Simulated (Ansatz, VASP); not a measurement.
## One calculation of Sn, two programs

File INCAR:

```
PREC = Accurate
ENCUT = 500
EDIFF = 1E-7
ISMEAR = 0
SIGMA = 0.1
LREAL = F
LASPH = T
NELM = 120
ALGO = Normal
ISIF = 3
LWAVE = F
LCHARG = F
GGA = PE
IBRION = 2
NSW = 90
EDIFFG = -0.04
GGA_COMPAT = F
NELMIN = 4
```

Contents of KPOINTS:

```
Automatic mesh
0
Gamma
  6 6 6
```

Contents of POSCAR:

```
Sn
1.0
    3.4256141042      0.0000000000      0.0000000000
    0.0000000000      3.4256141042      0.0000000000
    0.0000000000      0.0000000000      3.5098695264
Sn
1
Direct
    0.0000000000      0.0000000000      0.0000000000
```

Input for Ansatz:

```yaml
crystal:
  lattice:
    - [3.4256141042, 0.0, 0.0]
    - [0.0, 3.4256141042, 0.0]
    - [0.0, 0.0, 3.5098695264]
  atoms:
    - { symbol: Sn, position: [0.0, 0.0, 0.0] }
basis:
  ecutwfc: 420
kpoints:
  mp_grid: { grid: [6, 6, 6] }
hamiltonian:
  xc: pbe
scf:
  occupations: { method: gaussian, width: 0.1 }
  lower_state_search: "off"
output:
  forces: true
  stress: true
  eigenvalues: true
relax:
  adjacent_minimum: "off"
  f_tol: 0.04
  max_steps: 70
  cell: { stress_tol: 0.4 }
```

Alike in both runs: task relaxation of cell and atoms; functional PBE; k mesh 6 × 6 × 6; occupations gaussian, width 0.1 eV; no spin polarisation.

```csv
,VASP,Ansatz
version,VASP 6.6.1,Ansatz 0.2.0
potentials or method,"VASP PAW PBE potentials, release 64 (Sn_d), cutoff 500 eV","scalar-relativistic, plane waves, PAW"
valence electrons in the cell,14,14
```

VASP gave:

```
gap on the k mesh at the Fermi level, each at its own relaxed structure (eV)  : none
relaxed volume (Å³/atom)                                                      : 29.21
relaxed length of the cell vector where the two differ most in proportion (Å) : 3.086
```

What did Ansatz give for the same quantities?

gap on the k mesh at the Fermi level, each at its own relaxed structure (eV): none; relaxed volume (Å³/atom): 29.32; relaxed length of the cell vector where the two differ most in proportion (Å): 3.097.

A gap of «none» marks a metal or a gap that the smearing closes.

Noted on VASP's run: the volume moved by over 15 % at a fixed basis, so the end points are rough.
